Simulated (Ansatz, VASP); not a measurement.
## Al9N in VASP and in Ansatz

```
Al N
1.0
     5.70709    0.00000    0.00000
    -1.42677    9.70148    0.00000
     0.00000    0.00000   22.79037
Al N
18 2
Direct
  0.26622 0.06489 0.17551
  0.76622 0.06489 0.17551
  0.33548 0.34192 0.21920
  0.83548 0.34192 0.21920
  0.14933 0.59733 0.22794
  0.64933 0.59733 0.22794
  0.46318 0.85274 0.23668
  0.96318 0.85274 0.23668
  0.03198 0.12771 0.28083
  0.53198 0.12771 0.28083
  0.09979 0.40422 0.33011
  0.59979 0.40422 0.33011
  0.41440 0.65967 0.33698
  0.91440 0.65967 0.33698
  0.22631 0.91108 0.34493
  0.72631 0.91108 0.34493
  0.29624 0.18141 0.38571
  0.79624 0.18141 0.38571
  0.31467 0.91108 0.44889
  0.63795 0.91108 0.44889
```

Alike in both runs: task single point; functional PBE; k mesh 5 × 3 × 1; occupations gaussian, width 0.1 eV; no spin polarisation.

|  | VASP | Ansatz |
| --- | --- | --- |
| version | VASP 6.6.1 | Ansatz 0.2.0 |
| potentials or method | VASP PAW PBE potentials, release 64 (Al, N), cutoff 520 eV | scalar-relativistic, plane waves, PAW |
| valence electrons in the cell | 64 | 64 |

|  | VASP | Ansatz | Ansatz less VASP |
| --- | --- | --- | --- |
| gap on the k mesh at the Fermi level (eV) | none | none | - |
| rms of the force components (eV/Å) | 1.094 | 1.097 | +0.0035 |

Atom by atom the forces differ by 0.004 eV/Å (rms over components). A gap of «none» marks a metal or a gap that the smearing closes.
